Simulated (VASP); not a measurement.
# SiC (R3m) in VASP: notebook, part 2 of 2

VASP 6.6.1.

### Step 3. Single point, PBE

File INCAR:

```
  PREC = Accurate
  ENCUT = 520
  EDIFF = 1E-6
  ISMEAR = 0
  SIGMA = 0.05
  LREAL = False
  LASPH = True
  NELM = 100
  ALGO = Normal
  ISIF = 2
  LWAVE = False
  LCHARG = False
  GGA = PE
  NBANDS = 11
```

File KPOINTS:

```
regular mesh
0
Gamma
  12 12 12
```

File POSCAR:

```
SiC
1.0
    0.0000000000      2.0872762261      2.0872762261
    2.0872762261      0.0000000000      2.0872762261
    2.1098188093      2.1098188093     -0.0225425832
Si C
1 1
Direct
    0.0000000000      0.0000000000      0.0000000000
    0.7500000000      0.7500000000      0.7500000000
```

Potentials or basis: VASP PAW PBE potentials, release 64 (Si, C).

Launch:

```sh
$ cat potpaw_PBE.64/Si/POTCAR potpaw_PBE.64/C/POTCAR > POTCAR
$ mpirun -np 1 vasp_std > vasp.out
```

OUTCAR:

```text
PREC = Accurate
   ENCUT = 520
   EDIFF = 1E-6
   ISMEAR = 0
   LREAL = False
   LASPH = True
   NELM = 100
   ISIF = 2
   GGA = PE

 ion  position               nearest neighbor table
   1  0.000  0.000  0.000-   2 1.81   2 1.81   2 1.81   2 1.84
   2  0.750  0.750  0.750-   1 1.81   1 1.81   1 1.81   1 1.84

  LATTYP: Found a trigonal (rhomboedric) cell.
 ALAT       =     2.9838195294
 COS(alpha) =     0.5106554578

  Lattice vectors:

 A1 = (   2.1098188093,   0.0225425832,  -2.1098188093)
 A2 = (   0.0225425832,   2.1098188093,  -2.1098188093)
 A3 = (   2.1098188093,   2.1098188093,  -0.0225425832)

Analysis of symmetry for initial positions (statically):
=====================================================================
 Subroutine PRICEL returns:
 Original cell was already a primitive cell.

 Routine SETGRP: Setting up the symmetry group for a
 trigonal (rhombohedral) supercell.

 Subroutine GETGRP returns: Found  6 space group operations
 (whereof  6 operations were pure point group operations)
 out of a pool of 12 trial point group operations.

The static configuration has the point symmetry C_3v.

Analysis of symmetry for dynamics (positions and initial velocities):
=====================================================================
 Subroutine PRICEL returns:
 Original cell was already a primitive cell.

 Routine SETGRP: Setting up the symmetry group for a
 trigonal (rhombohedral) supercell.

 Subroutine GETGRP returns: Found  6 space group operations
 (whereof  6 operations were pure point group operations)
 out of a pool of 12 trial point group operations.

The dynamic configuration has the point symmetry C_3v.

 Subroutine INISYM returns: Found  6 space group operations
 (whereof  6 operations are pure point group operations),
 and found     1 'primitive' translations

----------------------------------------------------------------------------------------

                                     Primitive cell

  volume of cell :      18.4820

  direct lattice vectors                    reciprocal lattice vectors
     0.000000000  2.087276226  2.087276226    -0.238273706  0.240819567  0.238273706
     2.087276226  0.000000000  2.087276226     0.240819567 -0.238273706  0.238273706
     2.109818809  2.109818809 -0.022542583     0.235727846  0.235727846 -0.235727846

  length of vectors
     2.951854347  2.951854347  2.983819529     0.414177235  0.414177235  0.408292605

  position of ions in fractional coordinates (direct lattice)
     0.000000000  0.000000000  0.000000000
     0.750000000  0.750000000  0.750000000

  ion indices of the primitive-cell ions
   primitive index   ion index
                 1           1
                 2           2

----------------------------------------------------------------------------------------

 KPOINTS: regular mesh

Automatic generation of k-mesh.
 Grid dimensions read from file:
 generate k-points for:   12   12   12

 Generating k-lattice:

  Cartesian coordinates                     Fractional coordinates (reciprocal lattice)
    -0.019856142  0.020068297  0.019856142     0.083333333  0.000000000 -0.000000000
     0.020068297 -0.019856142  0.019856142     0.000000000  0.083333333 -0.000000000
     0.019643987  0.019643987 -0.019643987     0.000000000  0.000000000  0.083333333

  Length of vectors
     0.034514770  0.034514770  0.034024384

  Shift w.r.t. Gamma in fractional coordinates (k-lattice)
     0.000000000  0.000000000  0.000000000

 Subroutine IBZKPT returns following result:
 ===========================================

 Found    189 irreducible k-points:

 Following reciprocal coordinates:
            Coordinates               Weight
  0.000000  0.000000  0.000000      1.000000
  0.083333  0.000000 -0.000000      6.000000
  0.166667  0.000000 -0.000000      6.000000
  0.250000  0.000000 -0.000000      6.000000
  0.333333  0.000000 -0.000000      6.000000
  0.416667  0.000000  0.000000      6.000000
[... 16 lines left out ...]
  0.500000  0.166667 -0.000000     12.000000
 -0.416667  0.166667  0.000000     12.000000
 [... further k-points ...]
   k-points           NKPTS =    189   k-points in BZ     NKDIM =    189   number of bands    NBANDS=     11
   number of dos      NEDOS =    301   number of ions     NIONS =      2
   total plane-waves  NPLWV =  13824
   dimension x,y,z NGX =    24 NGY =   24 NGZ =   24
   dimension x,y,z NGXF=    48 NGYF=   48 NGZF=   48
   ions per type =               1   1
   NGX,Y,Z   is equivalent  to a cutoff of  13.52, 13.52, 13.37 a.u.
   NGXF,Y,Z  is equivalent  to a cutoff of  27.03, 27.03, 26.74 a.u.
 SYSTEM =  unknown system
   PREC   = accura    normal or accurate (medium, high low for compatibility)
   ISTART =      0    job   : 0-new  1-cont  2-samecut
   ICHARG =      2    charge: 1-file 2-atom 10-const
   ISPIN  =      1    spin polarized calculation?
   LNONCOLLINEAR =      F non collinear calculations
   LSORBIT =      F    spin-orbit coupling
   LASPH  =      T    aspherical Exc in radial PAW
   ENCUT  =  520.0 eV  38.22 Ry    6.18 a.u.   5.49  5.49  5.55*2*pi/ulx,y,z
   NELM   =    100;   NELMIN=  2; NELMDL= -5     # of ELM steps
   EDIFF  = 0.1E-05   stopping-criterion for ELM
   LREAL  =      F    real-space projection
   EDIFFG = 0.1E-04   stopping-criterion for IOM
   NSW    =      0    number of steps for IOM
   IBRION =     -1    ionic relax: 0-MD 1-quasi-New 2-CG
   NFREE  =      0    steps in history (QN), initial steepest desc. (CG)
   ISIF   =      2    stress and relaxation
   ISYM   =      2    0-nonsym 1-usesym 2-fastsym
   POTIM  = 0.5000    time-step for ionic-motion
   TEBEG  =    0.0;   TEEND  =   0.0 temperature during run
   PSTRESS=    0.0 pullay stress
   NELECT =       8.0000    total number of electrons
   NUPDOWN=      -1.0000    fix difference up-down
   EMIN   =  10.00;   EMAX   =-10.00  energy-range for DOS
   EFERMI =   0.00;   METHOD = LEGACY
   ISMEAR =     0;   SIGMA  =   0.05  broadening in eV -4-tet -1-fermi 0-gaus
   EFERMI_NEDOS =   21; number of points for ismear=-14 and -15
   IALGO  =     38    algorithm
   IMIX   =      4    mixing-type and parameters
     AMIX     =   0.40;   BMIX     =  1.00
     AMIX_MAG =   1.60;   BMIX_MAG =  1.00
  volume/ion in A,a.u.               =       9.24        62.36
  Fermi-wavevector in a.u.,A,eV,Ry     =   1.238384  2.340206 20.865810  1.533594
  Thomas-Fermi vector in A             =   2.372911
   LORBIT       =      0    0 simple, 1 ext, 2 COOP (PROOUT), +10 PAW based schemes
   GGA     = PE    functional components
   LHFCALC =     F    Hartree Fock is set to
   AEXX    =    0.0000 exact exchange contribution
   IVDW    =     0    specifies the selected vdW correction
   LEPSILON=     F    determine dielectric tensor
   LRPA    =     F    only Hartree local field effects (RPA)
 non-spin polarized calculation
 Gauss-broadening in eV      SIGMA  =   0.05
  energy-cutoff  :      520.00
  volume of cell :       18.48
 maximum number of plane-waves:       531
 NGX is ok and might be reduce to    24
   NGX = 11   NGY = 11   NGZ = 11

 number of electron       8.0000000 magnetization

 Free energy of the ion-electron system (eV)
  ---------------------------------------------------
  ext. energy  EPLUGINS =         0.00000000
  ---------------------------------------------------
  free energy    TOTEN  =       -14.80722143 eV

  energy without entropy =      -14.80722143  energy(sigma->0) =      -14.80722143

 E-fermi :   9.6997     XC(G=0): -11.8565

 val. band max:        9.4645295400   @ k =   0.0000   0.0000   0.0000
 cond. band min:      10.6630885115   @ k =   0.5000   0.5000   0.0000
 fundamental gap:      1.1985589715
 Fermi energy:         9.6996705071

 k-point     1 :       0.0000    0.0000    0.0000
  band No.  band energies     occupation
      1      -6.8933      2.00000
      2       9.3428      2.00000
      3       9.4645      2.00000
      4       9.4645      2.00000
      5      16.7875      0.00000
      6      17.5043      0.00000
      7      17.7044      0.00000
      8      17.7044      0.00000
      9      24.6203      0.00000
     10      24.6203      0.00000
     11      27.4986      0.00000
[... 309 lines left out ...]
 k-point    24 :      -0.4167    0.1667    0.0000
  band No.  band energies     occupation
      1      -2.4960      2.00000
      2       0.8595      2.00000
      3       6.1923      2.00000
      4       7.7976      2.00000
      5      14.8455      0.00000
      6      17.9882      0.00000
      7      18.5085      0.00000
      8      21.7616      0.00000
      9      25.3354      0.00000
     10      25.8105      0.00000
     11      28.9924      0.00000

 [... further k-points ...]
[... 5 lines left out ...]
  --------------------------------------------------------------------------------------
  -------------------------------------------------------------------------------------
  Total        4.0140662      4.0140662      4.0140662     -0.4510429      0.4510429      0.4510429
  in kB      347.9734800    347.9734800    347.9734800    -39.1002462     39.1002462     39.1002462
  external PRESSURE =     347.9734800 kB  Pullay stress =       0.0000000 kB

 VOLUME and BASIS-vectors are now :
 -----------------------------------------------------------------------------
  energy-cutoff  :      520.00
  volume of cell :       18.48
      direct lattice vectors                 reciprocal lattice vectors
     0.000000000  2.087276226  2.087276226    -0.238273706  0.240819567  0.238273706
     2.087276226  0.000000000  2.087276226     0.240819567 -0.238273706  0.238273706
     2.109818809  2.109818809 -0.022542583     0.235727846  0.235727846 -0.235727846

 POSITION                                       TOTAL-FORCE (eV/Angst)
 -----------------------------------------------------------------------------------
      0.00000      0.00000      0.00000         0.153419      0.153419     -0.153419
      3.14782      3.14782      3.11401        -0.153419     -0.153419      0.153419
 -----------------------------------------------------------------------------------
    total drift:                               -0.000015     -0.000015      0.000014

  FREE ENERGIE OF THE ION-ELECTRON SYSTEM (eV)
  ---------------------------------------------------
  free  energy   TOTEN  =       -14.8072214258 eV

  energy  without entropy=      -14.8072214258  energy(sigma->0) =      -14.80722143
```

OSZICAR:

```text
N       E                     dE             d eps       ncg     rms          rms(c)
DAV:   1     0.341827747774E+01    0.34183E+01   -0.41089E+03  4382   0.620E+02
DAV:   2    -0.164372100276E+02   -0.19855E+02   -0.18892E+02  5204   0.113E+02
DAV:   3    -0.170036329472E+02   -0.56642E+00   -0.56536E+00  5108   0.154E+01
DAV:   4    -0.170054925922E+02   -0.18596E-02   -0.18595E-02  4738   0.113E+00
DAV:   5    -0.170054997994E+02   -0.72072E-05   -0.72071E-05  5136   0.649E-02    0.101E+01
DAV:   6    -0.149070472081E+02    0.20985E+01   -0.66981E+00  4698   0.122E+01    0.460E+00
DAV:   7    -0.148156863635E+02    0.91361E-01   -0.55061E-01  4999   0.418E+00    0.201E+00
DAV:   8    -0.148070160745E+02    0.86703E-02   -0.22106E-02  4701   0.997E-01    0.173E-01
DAV:   9    -0.148071282939E+02   -0.11222E-03   -0.13787E-03  5156   0.224E-01    0.118E-01
DAV:  10    -0.148072191405E+02   -0.90847E-04   -0.17880E-04  4611   0.857E-02    0.266E-02
DAV:  11    -0.148072211338E+02   -0.19932E-05   -0.26043E-05  4971   0.289E-02    0.637E-03
DAV:  12    -0.148072214258E+02   -0.29199E-06   -0.11538E-06  3075   0.683E-03
   1 F= -.14807221E+02 E0= -.14807221E+02  d E =-.811154E-14
```

Run time: 17 s. Hardware: 1 thread of Intel Xeon Platinum 8488C (Sapphire Rapids), shared host; peak memory 0.15 GiB.

Results:

| Item | Value |
| --- | --- |
| Free energy | -14.8072 eV |
| Pressure | 34.8 GPa |
| Largest force | 0.266 eV/Å |
| Band gap on the k mesh | 1.20 eV, indirect (least direct gap 4.54 eV) |

Forces on the atoms (eV/Å):
```
Si   0.153  0.153 -0.153
C   -0.153 -0.153  0.153
```

Levels at points of the mesh, in eV from the valence-band top:
| k point | band 1 | band 2 | band 3 | band 4 | band 5 | band 6 | band 7 | band 8 | band 9 |
| --- | --- | --- | --- | --- | --- | --- | --- | --- | --- |
| (0.00, 0.00, 0.00) | -16.36 | -0.12 | 0.00 | 0.00 | 7.32 | 8.04 | 8.24 | 8.24 | 15.16 |
| (0.50, 0.00, 0.00) | -12.31 | -9.21 | -1.16 | -1.13 | 6.36 | 7.49 | 7.74 | 10.62 | 17.58 |
| (0.50, 0.50, 0.00) | -10.78 | -8.21 | -3.53 | -3.35 | 1.20 | 4.70 | 15.33 | 15.33 | 16.38 |
| (0.00, 0.00, 0.50) | -12.49 | -9.26 | -1.01 | -1.01 | 6.70 | 7.81 | 7.81 | 10.74 | 17.56 |

A k mesh can miss the band edges.
